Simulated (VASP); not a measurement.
# Se (Fm-3m) in VASP: single point with PBE

Aim: the single point of Se with PBE.

Program: VASP 6.6.1. These are calculated values, not measurements. Logs are shortened: lines on timing, memory, paths and dates and some standing lists are left out, and cuts for length are marked.

### Step 1. The cell of the first run

The structure is cubic, space group Fm-3m (No. 225). The conventional cell has a = 4.751 Å, b = 4.751 Å, c = 4.751 Å, α = 90.00°, β = 90.00°, γ = 90.00°. Within 4.4 Å of Se (site symmetry m-3m) lie 12 Se at 3.36 Å.

This isn't the form of Se at room conditions, which is trigonal, of chains.

### Step 2. Single point, PBE

Contents of INCAR:

```
ALGO = Normal ; EDIFF = 1E-6
ENCUT = 500 ; GGA = PE
GGA_COMPAT = F ; ISIF = 2
ISMEAR = -1 ; LASPH = T
LCHARG = F ; LREAL = F
LWAVE = F ; NBANDS = 9
NELM = 120 ; PREC = Accurate
SIGMA = 0.1
```

Contents of KPOINTS:

```
k-points
0
Gamma
  12 12 12
```

Contents of POSCAR:

```
Se
1.0
    0.0000000000      2.3753350000      2.3753350000
    2.3753350000      0.0000000000      2.3753350000
    2.3753350000      2.3753350000      0.0000000000
Se
1
Direct
    0.0000000000      0.0000000000      0.0000000000
```

Potentials or basis: VASP PAW PBE potentials, release 64 (Se).

On the command line:

```console
$ cat potpaw_PBE.64/Se/POTCAR > POTCAR
$ mpirun -np 1 vasp_std > vasp.out
```

OUTCAR:

```text
EDIFF = 1E-6
   ENCUT = 500
   GGA = PE
   ISIF = 2
   ISMEAR = -1
   LASPH = T
   LREAL = F
   NELM = 120
   PREC = Accurate

 ion  position               nearest neighbor table
   1  0.000  0.000  0.000-

  LATTYP: Found a face centered cubic cell.
 ALAT       =     4.7506700000

  Lattice vectors:

 A1 = (   0.0000000000,   2.3753350000,   2.3753350000)
 A2 = (   2.3753350000,   0.0000000000,   2.3753350000)
 A3 = (   2.3753350000,   2.3753350000,   0.0000000000)

Analysis of symmetry for initial positions (statically):
=====================================================================
 Subroutine PRICEL returns:
 Original cell was already a primitive cell.

 Routine SETGRP: Setting up the symmetry group for a
 face centered cubic supercell.

 Subroutine GETGRP returns: Found 48 space group operations
 (whereof 48 operations were pure point group operations)
 out of a pool of 48 trial point group operations.

The static configuration has the point symmetry O_h .

Analysis of symmetry for dynamics (positions and initial velocities):
=====================================================================
 Subroutine PRICEL returns:
 Original cell was already a primitive cell.

 Routine SETGRP: Setting up the symmetry group for a
 face centered cubic supercell.

 Subroutine GETGRP returns: Found 48 space group operations
 (whereof 48 operations were pure point group operations)
 out of a pool of 48 trial point group operations.

The dynamic configuration has the point symmetry O_h .

 Subroutine INISYM returns: Found 48 space group operations
 (whereof 48 operations are pure point group operations),
 and found     1 'primitive' translations

----------------------------------------------------------------------------------------

                                     Primitive cell

  volume of cell :      26.8043

  direct lattice vectors                    reciprocal lattice vectors
     0.000000000  2.375335000  2.375335000    -0.210496625  0.210496625  0.210496625
     2.375335000  0.000000000  2.375335000     0.210496625 -0.210496625  0.210496625
     2.375335000  2.375335000  0.000000000     0.210496625  0.210496625 -0.210496625

  length of vectors
     3.359230972  3.359230972  3.359230972     0.364590849  0.364590849  0.364590849

  position of ions in fractional coordinates (direct lattice)
     0.000000000  0.000000000  0.000000000

  ion indices of the primitive-cell ions
   primitive index   ion index
                 1           1

----------------------------------------------------------------------------------------

 KPOINTS: k-points

Automatic generation of k-mesh.
 Grid dimensions read from file:
 generate k-points for:   12   12   12

 Generating k-lattice:

  Cartesian coordinates                     Fractional coordinates (reciprocal lattice)
    -0.017541385  0.017541385  0.017541385     0.083333333  0.000000000  0.000000000
     0.017541385 -0.017541385  0.017541385     0.000000000  0.083333333  0.000000000
     0.017541385  0.017541385 -0.017541385     0.000000000  0.000000000  0.083333333

  Length of vectors
     0.030382571  0.030382571  0.030382571

  Shift w.r.t. Gamma in fractional coordinates (k-lattice)
     0.000000000  0.000000000  0.000000000

 Subroutine IBZKPT returns following result:
 ===========================================

 Found     72 irreducible k-points:

 Following reciprocal coordinates:
            Coordinates               Weight
  0.000000  0.000000  0.000000      1.000000
  0.083333  0.000000  0.000000      8.000000
  0.166667  0.000000  0.000000      8.000000
  0.250000  0.000000  0.000000      8.000000
  0.333333  0.000000  0.000000      8.000000
  0.416667  0.000000  0.000000      8.000000
[... 16 lines left out ...]
  0.500000  0.166667  0.000000     24.000000
 -0.416667  0.166667  0.000000     24.000000
 [... further k-points ...]
   k-points           NKPTS =     72   k-points in BZ     NKDIM =     72   number of bands    NBANDS=      9
   number of dos      NEDOS =    301   number of ions     NIONS =      1
   total plane-waves  NPLWV =  13824
   dimension x,y,z NGX =    24 NGY =   24 NGZ =   24
   dimension x,y,z NGXF=    48 NGYF=   48 NGZF=   48
   ions per type =               1
   NGX,Y,Z   is equivalent  to a cutoff of  11.88, 11.88, 11.88 a.u.
   NGXF,Y,Z  is equivalent  to a cutoff of  23.75, 23.75, 23.75 a.u.
 SYSTEM =  unknown system
   PREC   = accura    normal or accurate (medium, high low for compatibility)
   ISTART =      0    job   : 0-new  1-cont  2-samecut
   ICHARG =      2    charge: 1-file 2-atom 10-const
   ISPIN  =      1    spin polarized calculation?
   LNONCOLLINEAR =      F non collinear calculations
   LSORBIT =      F    spin-orbit coupling
   LASPH  =      T    aspherical Exc in radial PAW
   ENCUT  =  500.0 eV  36.75 Ry    6.06 a.u.   6.12  6.12  6.12*2*pi/ulx,y,z
   NELM   =    120;   NELMIN=  2; NELMDL= -5     # of ELM steps
   EDIFF  = 0.1E-05   stopping-criterion for ELM
   LREAL  =      F    real-space projection
   EDIFFG = 0.1E-04   stopping-criterion for IOM
   NSW    =      0    number of steps for IOM
   IBRION =     -1    ionic relax: 0-MD 1-quasi-New 2-CG
   NFREE  =      0    steps in history (QN), initial steepest desc. (CG)
   ISIF   =      2    stress and relaxation
   ISYM   =      2    0-nonsym 1-usesym 2-fastsym
   POTIM  = 0.5000    time-step for ionic-motion
   TEBEG  =    0.0;   TEEND  =   0.0 temperature during run
   PSTRESS=    0.0 pullay stress
   NELECT =       6.0000    total number of electrons
   NUPDOWN=      -1.0000    fix difference up-down
   EMIN   =  10.00;   EMAX   =-10.00  energy-range for DOS
   EFERMI =   0.00;   METHOD = LEGACY
   ISMEAR =    -1;   SIGMA  =   0.10  broadening in eV -4-tet -1-fermi 0-gaus
   EFERMI_NEDOS =   21; number of points for ismear=-14 and -15
   IALGO  =     38    algorithm
   IMIX   =      4    mixing-type and parameters
     AMIX     =   0.40;   BMIX     =  1.00
     AMIX_MAG =   1.60;   BMIX_MAG =  1.00
  volume/ion in A,a.u.               =      26.80       180.88
  Fermi-wavevector in a.u.,A,eV,Ry     =   0.994009  1.878405 13.443293  0.988054
  Thomas-Fermi vector in A             =   2.125931
   LORBIT       =      0    0 simple, 1 ext, 2 COOP (PROOUT), +10 PAW based schemes
   GGA     = PE    functional components
   LHFCALC =     F    Hartree Fock is set to
   AEXX    =    0.0000 exact exchange contribution
   IVDW    =     0    specifies the selected vdW correction
   LEPSILON=     F    determine dielectric tensor
   LRPA    =     F    only Hartree local field effects (RPA)
 non-spin polarized calculation
  energy-cutoff  :      500.00
  volume of cell :       26.80
 maximum number of plane-waves:       701
   NGX = 13   NGY = 13   NGZ = 13

 number of electron       6.0000001 magnetization

 Free energy of the ion-electron system (eV)
  ---------------------------------------------------
  ext. energy  EPLUGINS =         0.00000000
  ---------------------------------------------------
  free energy    TOTEN  =        -2.53645676 eV

  energy without entropy =       -2.49156576  energy(sigma->0) =       -2.51401126

 E-fermi :   2.4216     XC(G=0):  -9.3563

 val. band max:        2.4210573560   @ k =   0.4167   0.1667   0.0833
 cond. band min:       2.4293946940   @ k =   0.1667   0.1667   0.0000
 fundamental gap:      0.0083373381
 Fermi energy:         2.4216449135

 k-point     1 :       0.0000    0.0000    0.0000
  band No.  band energies     occupation
      1     -11.5735      2.00000
      2       4.2961      0.00000
      3       4.2961      0.00000
      4       4.2961      0.00000
      5      10.6390      0.00000
      6      13.9974      0.00000
      7      13.9974      0.00000
      8      13.9974      0.00000
      9      17.4111      0.00000

 k-point     2 :       0.0833    0.0000    0.0000
  band No.  band energies     occupation
      1     -11.4811      2.00000
      2       3.6432      0.00001
      3       4.2314      0.00000
      4       4.2314      0.00000
      5      11.1128      0.00000
      6      13.5990      0.00000
      7      14.1769      0.00000
      8      14.1769      0.00000
      9      17.8613      0.00000

 k-point     3 :       0.1667    0.0000    0.0000
  band No.  band energies     occupation
      1     -11.2132      2.00000
      2       2.2018      1.80016
      3       4.0648      0.00000
      4       4.0648      0.00000
      5      11.4570      0.00000
      6      13.7910      0.00000
      7      14.4923      0.00000
      8      14.4923      0.00000
      9      17.1895      0.00000

 k-point     4 :       0.2500    0.0000    0.0000
  band No.  band energies     occupation
      1     -10.8019      2.00000
      2       0.5988      2.00000
      3       3.8577      0.00000
      4       3.8577      0.00000
      5      11.0065      0.00000
      6      14.3325      0.00000
      7      14.3325      0.00000
      8      15.1356      0.00000
      9      17.5782      0.00000
[... 205 lines left out ...]
 k-point    22 :       0.4167    0.1667    0.0000
  band No.  band energies     occupation
      1      -9.9129      2.00000
      2      -1.0030      2.00000
      3       2.4387      0.91502
      4       2.9409      0.01105
      5      10.7060      0.00000
      6      12.6646      0.00000
      7      15.0708      0.00000
      8      15.2565      0.00000
      9      19.6947      0.00000

 k-point    23 :       0.5000    0.1667    0.0000
  band No.  band energies     occupation
      1      -9.5822      2.00000
      2      -1.7170      2.00000
      3       2.0583      1.94850
      4       2.9953      0.00643
      5      10.6843      0.00000
      6      12.6226      0.00000
      7      14.7593      0.00000
      8      16.3695      0.00000
      9      19.5889      0.00000

 k-point    24 :      -0.4167    0.1667    0.0000
  band No.  band energies     occupation
      1      -9.5320      2.00000
      2      -1.8106      2.00000
      3       1.8141      1.99541
      4       3.1749      0.00107
      5      10.9419      0.00000
      6      12.5714      0.00000
      7      14.4668      0.00000
      8      17.1392      0.00000
      9      19.9038      0.00000

 [... further k-points ...]

------------------------ aborting loop because EDIFF is reached ----------------------------------------

  FORCE on cell =-STRESS in cart. coord.  units (eV):
  Direction    XX          YY          ZZ          XY          YZ          ZX
  --------------------------------------------------------------------------------------
  -------------------------------------------------------------------------------------
  Total       -1.6340959     -1.6340959     -1.6340959      0.0000000     -0.0000000     -0.0000000
  in kB      -97.6750251    -97.6750251    -97.6750251      0.0000000     -0.0000000     -0.0000000
  external PRESSURE =     -97.6750251 kB  Pullay stress =       0.0000000 kB

 VOLUME and BASIS-vectors are now :
 -----------------------------------------------------------------------------
  energy-cutoff  :      500.00
  volume of cell :       26.80
      direct lattice vectors                 reciprocal lattice vectors
     0.000000000  2.375335000  2.375335000    -0.210496625  0.210496625  0.210496625
     2.375335000  0.000000000  2.375335000     0.210496625 -0.210496625  0.210496625
     2.375335000  2.375335000  0.000000000     0.210496625  0.210496625 -0.210496625

 POSITION                                       TOTAL-FORCE (eV/Angst)
 -----------------------------------------------------------------------------------
      0.00000      0.00000      0.00000         0.000000      0.000000      0.000000
 -----------------------------------------------------------------------------------
    total drift:                                0.000000     -0.000000     -0.000000

  FREE ENERGIE OF THE ION-ELECTRON SYSTEM (eV)
  ---------------------------------------------------
  free  energy   TOTEN  =        -2.5364567586 eV

  energy  without entropy=       -2.4915657566  energy(sigma->0) =       -2.51401126
```

Run time: 14 s. Hardware: 1 thread of Intel Xeon 8259CL, shared host; peak memory 0.14 GiB.

Results:

* Free energy: -2.5365 eV
* Pressure: -9.8 GPa
* Band gap on the k mesh: zero (bands 3 and 4 overlap by 3.20 eV)

Levels at points of the mesh, in eV from the Fermi level:
| k point | band 1 | band 2 | band 3 | band 4 | band 5 | band 6 | band 7 |
| --- | --- | --- | --- | --- | --- | --- | --- |
| (0.00, 0.00, 0.00) | -14.00 | 1.87 | 1.87 | 1.87 | 8.22 | 11.58 | 11.58 |
| (0.50, 0.00, 0.00) | -12.14 | -4.67 | 1.08 | 1.08 | 7.73 | 10.88 | 10.88 |
| (0.50, 0.50, 0.00) | -11.48 | -4.07 | -0.57 | -0.57 | 5.57 | 6.67 | 18.89 |

Caveat: the cell stands under tension.
